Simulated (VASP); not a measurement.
# InSe (R3m) in VASP: single point with LDA

Aim: the single point of InSe with LDA.

Program: VASP 6.6.1. These are calculated values, not measurements. Logs are shortened: lines on timing, memory, paths and dates and some standing lists are left out, and cuts for length are marked.

**The experiment to reproduce.**

“The Interaction of Hydrogen with the van der Waals Crystal γ-InSe”, 2020, pmc:7321205 reports, for a bulk crystal of InSe at 300 K: band gap 1.25 eV.

The runs below are set against these values where they give the same quantity.

**1. The cell of the first run**

Symmetry: R3m, No. 160, trigonal system. Conventional cell: a = 4.000 Å, b = 4.000 Å, c = 25.320 Å, α = 90.00°, β = 90.00°, γ = 120.00°. In (site symmetry 3m) has 3 Se at 2.64 Å and 1 In at 2.82 Å within 3.5 Å. In (site symmetry 3m) has 3 Se at 2.63 Å and 1 In at 2.82 Å within 3.5 Å. Se (site symmetry 3m) has 3 In at 2.64 Å within 3.5 Å. Within 3.5 Å of Se (site symmetry 3m) lie 3 In at 2.63 Å.

**2. Single point, LDA**

INCAR

```
SYSTEM = InSe
PREC = Accurate
ENCUT = 520
EDIFF = 1E-6
ISMEAR = -1
SIGMA = 0.02
LREAL = .FALSE.
LASPH = .TRUE.
NELM = 100
ALGO = Normal
ISIF = 2
LWAVE = .FALSE.
LCHARG = .FALSE.
NBANDS = 27
```

KPOINTS

```
Automatic mesh
0
G
  6 6 6
  0 0 0
```

POSCAR

```
InSe
1.0
    2.0000000000      1.1547010000      8.4400000000
   -2.0000000000      1.1547010000      8.4400000000
    0.0000000000     -2.3094010000      8.4400000000
In Se
2 2
Direct
    0.0000000000      0.0000000000      0.0000000000
    0.1114000000      0.1114000000      0.1114000000
    0.6165000000      0.6165000000      0.6165000000
    0.8281000000      0.8281000000      0.8281000000
```

Potentials or basis: VASP PAW LDA potentials, release 64 (In_d, Se).

The run is started by

```
> cat potpaw_LDA.64/In_d/POTCAR potpaw_LDA.64/Se/POTCAR > POTCAR
> mpirun -np 1 vasp_std > vasp.out
```

OUTCAR:

```text
SYSTEM = InSe
   PREC = Accurate
   ENCUT = 520
   EDIFF = 1E-6
   ISMEAR = -1
   LREAL = .FALSE.
   LASPH = .TRUE.
   NELM = 100
   ISIF = 2

 ion  position               nearest neighbor table
   1  0.000  0.000  0.000-   3 2.64   3 2.64   3 2.64   2 2.82
   2  0.111  0.111  0.111-   4 2.63   4 2.63   4 2.63   1 2.82
   3  0.617  0.617  0.617-   1 2.64   1 2.64   1 2.64
   4  0.828  0.828  0.828-   2 2.63   2 2.63   2 2.63

  LATTYP: Found a trigonal (rhomboedric) cell.
 ALAT       =     8.7502533906
 COS(alpha) =     0.8955162373

  Lattice vectors:

 A1 = (   2.0000000000,   1.1547010000,   8.4400000000)
 A2 = (  -2.0000000000,   1.1547010000,   8.4400000000)
 A3 = (   0.0000000000,  -2.3094010000,   8.4400000000)

Analysis of symmetry for initial positions (statically):
=====================================================================
 Subroutine PRICEL returns:
 Original cell was already a primitive cell.

 Routine SETGRP: Setting up the symmetry group for a
 trigonal (rhombohedral) supercell.

 Subroutine GETGRP returns: Found  6 space group operations
 (whereof  6 operations were pure point group operations)
 out of a pool of 12 trial point group operations.

The static configuration has the point symmetry C_3v.

Analysis of symmetry for dynamics (positions and initial velocities):
=====================================================================
 Subroutine PRICEL returns:
 Original cell was already a primitive cell.

 Routine SETGRP: Setting up the symmetry group for a
 trigonal (rhombohedral) supercell.

 Subroutine GETGRP returns: Found  6 space group operations
 (whereof  6 operations were pure point group operations)
 out of a pool of 12 trial point group operations.

The dynamic configuration has the point symmetry C_3v.

 Subroutine INISYM returns: Found  6 space group operations
 (whereof  6 operations are pure point group operations),
 and found     1 'primitive' translations

----------------------------------------------------------------------------------------

                                     Primitive cell

  volume of cell :     116.9481

  direct lattice vectors                    reciprocal lattice vectors
     2.000000000  1.154701000  8.440000000     0.250000000  0.144337551  0.039494465
    -2.000000000  1.154701000  8.440000000    -0.250000000  0.144337551  0.039494465
     0.000000000 -2.309401000  8.440000000     0.000000000 -0.288675103  0.039494482

  length of vectors
     8.750253391  8.750253391  8.750253309     0.291364276  0.291364276  0.291364255

  position of ions in fractional coordinates (direct lattice)
     0.000000000  0.000000000  0.000000000
     0.111400000  0.111400000  0.111400000
     0.616500000  0.616500000  0.616500000
     0.828100000  0.828100000  0.828100000

  ion indices of the primitive-cell ions
   primitive index   ion index
                 1           1
                 2           2
                 3           3
                 4           4

----------------------------------------------------------------------------------------

 KPOINTS: Automatic mesh

Automatic generation of k-mesh.
 Grid dimensions read from file:
 generate k-points for:    6    6    6

 Generating k-lattice:

  Cartesian coordinates                     Fractional coordinates (reciprocal lattice)
     0.041666667  0.024056259  0.006582411     0.166666667  0.000000000  0.000000000
    -0.041666667  0.024056259  0.006582411     0.000000000  0.166666667  0.000000000
     0.000000000 -0.048112517  0.006582414     0.000000000  0.000000000  0.166666667

  Length of vectors
     0.048560713  0.048560713  0.048560709

  Shift w.r.t. Gamma in fractional coordinates (k-lattice)
     0.000000000  0.000000000  0.000000000

 Subroutine IBZKPT returns following result:
 ===========================================

 Found     32 irreducible k-points:

 Following reciprocal coordinates:
            Coordinates               Weight
  0.000000  0.000000  0.000000      1.000000
  0.166667  0.000000  0.000000      6.000000
  0.333333  0.000000  0.000000      6.000000
  0.500000  0.000000  0.000000      3.000000
  0.166667  0.166667  0.000000      6.000000
  0.333333  0.166667  0.000000     12.000000
[... 16 lines left out ...]
  0.500000  0.500000  0.166667      6.000000
 -0.333333  0.500000  0.166667     12.000000
 [... further k-points ...]
   k-points           NKPTS =     32   k-points in BZ     NKDIM =     32   number of bands    NBANDS=     27
   number of dos      NEDOS =    301   number of ions     NIONS =      4
   total plane-waves  NPLWV = 343000
   dimension x,y,z NGX =    70 NGY =   70 NGZ =   70
   dimension x,y,z NGXF=   140 NGYF=  140 NGZF=  140
   ions per type =               2   2
   NGX,Y,Z   is equivalent  to a cutoff of  13.30, 13.30, 13.30 a.u.
   NGXF,Y,Z  is equivalent  to a cutoff of  26.60, 26.60, 26.60 a.u.
 SYSTEM =  InSe
   PREC   = accura    normal or accurate (medium, high low for compatibility)
   ISTART =      0    job   : 0-new  1-cont  2-samecut
   ICHARG =      2    charge: 1-file 2-atom 10-const
   ISPIN  =      1    spin polarized calculation?
   LNONCOLLINEAR =      F non collinear calculations
   LSORBIT =      F    spin-orbit coupling
   LASPH  =      T    aspherical Exc in radial PAW
   ENCUT  =  520.0 eV  38.22 Ry    6.18 a.u.  16.27 16.27 16.27*2*pi/ulx,y,z
   NELM   =    100;   NELMIN=  2; NELMDL= -5     # of ELM steps
   EDIFF  = 0.1E-05   stopping-criterion for ELM
   LREAL  =      F    real-space projection
   EDIFFG = 0.1E-04   stopping-criterion for IOM
   NSW    =      0    number of steps for IOM
   IBRION =     -1    ionic relax: 0-MD 1-quasi-New 2-CG
   NFREE  =      0    steps in history (QN), initial steepest desc. (CG)
   ISIF   =      2    stress and relaxation
   ISYM   =      2    0-nonsym 1-usesym 2-fastsym
   POTIM  = 0.5000    time-step for ionic-motion
   TEBEG  =    0.0;   TEEND  =   0.0 temperature during run
   PSTRESS=    0.0 pullay stress
   NELECT =      38.0000    total number of electrons
   NUPDOWN=      -1.0000    fix difference up-down
   EMIN   =  10.00;   EMAX   =-10.00  energy-range for DOS
   EFERMI =   0.00;   METHOD = LEGACY
   ISMEAR =    -1;   SIGMA  =   0.02  broadening in eV -4-tet -1-fermi 0-gaus
   EFERMI_NEDOS =   21; number of points for ismear=-14 and -15
   IALGO  =     38    algorithm
   IMIX   =      4    mixing-type and parameters
     AMIX     =   0.40;   BMIX     =  1.00
     AMIX_MAG =   1.60;   BMIX_MAG =  1.00
  volume/ion in A,a.u.               =      29.24       197.30
  Fermi-wavevector in a.u.,A,eV,Ry     =   1.125481  2.126851 17.234614  1.266708
  Thomas-Fermi vector in A             =   2.262159
   LORBIT       =      0    0 simple, 1 ext, 2 COOP (PROOUT), +10 PAW based schemes
   GGA     = CA    functional components
   LHFCALC =     F    Hartree Fock is set to
   AEXX    =    0.0000 exact exchange contribution
   IVDW    =     0    specifies the selected vdW correction
   LEPSILON=     F    determine dielectric tensor
   LRPA    =     F    only Hartree local field effects (RPA)
 non-spin polarized calculation
  energy-cutoff  :      520.00
  volume of cell :      116.95
 maximum number of plane-waves:      3181
 NGX is ok and might be reduce to    70
   NGX = 33   NGY = 33   NGZ = 33

 number of electron      37.9999999 magnetization

 Free energy of the ion-electron system (eV)
  ---------------------------------------------------
  ext. energy  EPLUGINS =         0.00000000
  ---------------------------------------------------
  free energy    TOTEN  =       -16.63641743 eV

  energy without entropy =      -16.63640895  energy(sigma->0) =      -16.63641319

 E-fermi :   4.0613     XC(G=0):  -9.2573

 val. band max:        3.9478999296   @ k =   0.5000   0.5000   0.5000
 cond. band min:       4.1747663929   @ k =   0.5000   0.5000   0.5000
 fundamental gap:      0.2268664632
 Fermi energy:         4.0613336191

 k-point     1 :       0.0000    0.0000    0.0000
  band No.  band energies     occupation
      1     -10.7977      2.00000
      2     -10.6235      2.00000
      3     -10.6235      2.00000
      4     -10.5492      2.00000
      5     -10.5492      2.00000
      6     -10.5254      2.00000
[... 19 lines left out ...]
     26       9.3201      0.00000
     27      11.3260      0.00000

 k-point     2 :       0.1667    0.0000    0.0000
  band No.  band energies     occupation
      1     -10.8169      2.00000
      2     -10.7079      2.00000
      3     -10.6647      2.00000
      4     -10.6179      2.00000
      5     -10.5327      2.00000
      6     -10.5297      2.00000
[... 19 lines left out ...]
     26       9.8803      0.00000
     27      10.6475      0.00000

 k-point     3 :       0.3333    0.0000    0.0000
  band No.  band energies     occupation
      1     -10.9240      2.00000
      2     -10.8170      2.00000
      3     -10.7311      2.00000
      4     -10.6147      2.00000
      5     -10.5474      2.00000
      6     -10.4912      2.00000
[... 19 lines left out ...]
     26      10.4733      0.00000
     27      11.0423      0.00000

 k-point     4 :       0.5000    0.0000    0.0000
  band No.  band energies     occupation
      1     -10.9766      2.00000
      2     -10.8760      2.00000
      3     -10.7265      2.00000
      4     -10.6156      2.00000
      5     -10.5544      2.00000
      6     -10.4727      2.00000
[... 19 lines left out ...]
     26      10.2403      0.00000
     27      10.7813      0.00000

 k-point     5 :       0.1667    0.1667    0.0000
  band No.  band energies     occupation
      1     -10.8164      2.00000
      2     -10.7073      2.00000
      3     -10.6658      2.00000
      4     -10.6181      2.00000
      5     -10.5327      2.00000
      6     -10.5296      2.00000
[... 19 lines left out ...]
     26       9.8385      0.00000
     27      10.7235      0.00000

 k-point     6 :       0.3333    0.1667    0.0000
  band No.  band energies     occupation
      1     -10.8887      2.00000
      2     -10.7835      2.00000
      3     -10.7319      2.00000
      4     -10.6196      2.00000
      5     -10.5378      2.00000
      6     -10.5061      2.00000
[... 444 lines left out ...]
      1     -10.9587      2.00000
      2     -10.8743      2.00000
      3     -10.7261      2.00000
      4     -10.6274      2.00000
      5     -10.5408      2.00000
      6     -10.4847      2.00000
[... 19 lines left out ...]
     26      10.6114      0.00000
     27      11.4643      0.00000

 k-point    22 :      -0.1667    0.3333    0.1667
  band No.  band energies     occupation
      1     -10.9624      2.00000
      2     -10.8701      2.00000
      3     -10.7266      2.00000
      4     -10.6274      2.00000
      5     -10.5408      2.00000
      6     -10.4847      2.00000
[... 19 lines left out ...]
     26      10.9159      0.00000
     27      11.5307      0.00000

 k-point    23 :       0.5000    0.5000    0.1667
  band No.  band energies     occupation
      1     -10.9136      2.00000
      2     -10.8295      2.00000
      3     -10.7292      2.00000
      4     -10.6152      2.00000
      5     -10.5473      2.00000
      6     -10.4910      2.00000
[... 19 lines left out ...]
     26      10.8081      0.00000
     27      11.1602      0.00000

 k-point    24 :      -0.3333    0.5000    0.1667
  band No.  band energies     occupation
      1     -10.9565      2.00000
      2     -10.8768      2.00000
      3     -10.7259      2.00000
      4     -10.6276      2.00000
      5     -10.5408      2.00000
      6     -10.4846      2.00000
[... 19 lines left out ...]
     26      10.9842      0.00000
     27      11.3752      0.00000

 [... further k-points ...]
[... 5 lines left out ...]
  --------------------------------------------------------------------------------------
  -------------------------------------------------------------------------------------
  Total       -0.6749794     -0.6749795     -1.5878675      0.0000000     -0.0000001      0.0000000
  in kB       -9.2471517     -9.2471537    -21.7536297      0.0000000     -0.0000009      0.0000000
  external PRESSURE =     -13.4159784 kB  Pullay stress =       0.0000000 kB

 VOLUME and BASIS-vectors are now :
 -----------------------------------------------------------------------------
  energy-cutoff  :      520.00
  volume of cell :      116.95
      direct lattice vectors                 reciprocal lattice vectors
     2.000000000  1.154701000  8.440000000     0.250000000  0.144337551  0.039494465
    -2.000000000  1.154701000  8.440000000    -0.250000000  0.144337551  0.039494465
     0.000000000 -2.309401000  8.440000000     0.000000000 -0.288675103  0.039494482

 POSITION                                       TOTAL-FORCE (eV/Angst)
 -----------------------------------------------------------------------------------
      0.00000      0.00000      0.00000         0.000000      0.000000      0.233487
      0.00000      0.00000      2.82065         0.000000     -0.000000     -0.251135
      0.00000      0.00000     15.60978         0.000000      0.000000      0.053270
      0.00000      0.00000     20.96749         0.000000     -0.000000     -0.035622
 -----------------------------------------------------------------------------------
    total drift:                               -0.000000     -0.000005     -0.000105

  FREE ENERGIE OF THE ION-ELECTRON SYSTEM (eV)
  ---------------------------------------------------
  free  energy   TOTEN  =       -16.6364174316 eV

  energy  without entropy=      -16.6364089526  energy(sigma->0) =      -16.63641319
```

Wall time 8.6 min (1 thread of AMD EPYC 7R43 (Zen 3), shared host); peak memory 0.48 GiB.

What came out:

| Property | Result |
| --- | --- |
| Free energy | -16.6364 eV |
| Pressure | -1.3 GPa |
| Largest force | 0.251 eV/Å |
| Band gap on the k mesh | 0.23 eV, direct |

Forces on the atoms (eV/Å):
```
In   0.000  0.000  0.233
In   0.000  0.000 -0.251
Se   0.000  0.000  0.053
Se   0.000  0.000 -0.036
```

Levels at points of the mesh, in eV from the valence-band top:
```tsv
k point	band 16	band 17	band 18	band 19	band 20	band 21	band 22	band 23
(0.00, 0.00, 0.00)	-1.31	-1.31	-1.21	-1.21	1.56	1.92	4.30	4.30
(0.50, 0.00, 0.00)	-2.41	-2.36	-2.25	-1.70	1.09	1.84	3.51	3.87
(0.50, 0.50, 0.00)	-2.68	-2.52	-2.06	-1.53	1.03	1.88	3.16	3.50
(0.50, 0.50, 0.50)	-1.38	-1.14	-1.14	0.00	0.23	1.98	4.22	4.22
```

Caveat: spin-orbit coupling is left out, which moves the levels of the heavy elements.

**3. How close it comes**

Step 2. Measured gap of InSe: 1.25 eV (300 K; “The Interaction of Hydrogen with the van der Waals Crystal γ-InSe”, 2020, pmc:7321205). This calculation gives 0.23 eV (-1.02 eV). So large a miss can be the level of theory's own, or it may mean another phase, state or a wrong row. Spin-orbit coupling on In, Se is left out. The value is that of LDA on a finite k mesh, which can miss the band edges, without temperature or zero-point motion. Semilocal functionals fall short of measured gaps as a rule.
